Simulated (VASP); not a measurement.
AlAs, 2 atoms in the cell. The structure is cubic, space group F-43m (No. 216). The conventional cell has a = 5.545 Å, b = 5.545 Å, c = 5.545 Å, α = 90.00°, β = 90.00°, γ = 90.00°. Within 3.2 Å of Al (site symmetry -43m) lie 4 As at 2.40 Å. Within 3.2 Å of As (site symmetry -43m) lie 4 Al at 2.40 Å.  This cell differs from its parent crystal: volume scaled by 0.94.

- Program: VASP 6.6.1
- Task: electric field gradients
- Functional: PBEsol
- Potentials or basis: VASP PAW PBE potentials, release 64 (Al, As)
- Cutoff: 400 eV
- k mesh: 10 × 10 × 10
- Occupations: fermi-dirac, width 0.05 eV
- Spin: no spin polarisation
- Dipole correction: no
- Further INCAR settings: ALGO = Normal; EDIFF = 1e-08; NBANDS = 11

Potentials or basis: VASP PAW PBE potentials, release 64 (Al, As).

Run with:

```console
$ cat potpaw_PBE.64/Al/POTCAR potpaw_PBE.64/As/POTCAR > POTCAR
$ mpirun -np 1 vasp_std > vasp.out
```

Hardware: 1 thread of Intel(R) Xeon(R) 6975P-C (Granite Rapids), with other jobs on the host.

Estimate the wall time of this run.

It took 8.5 s on 1 thread of Intel(R) Xeon(R) 6975P-C (Granite Rapids), with other jobs on the host, peak memory 0.16 GiB. Counts: scf iterations 14, k points 47.
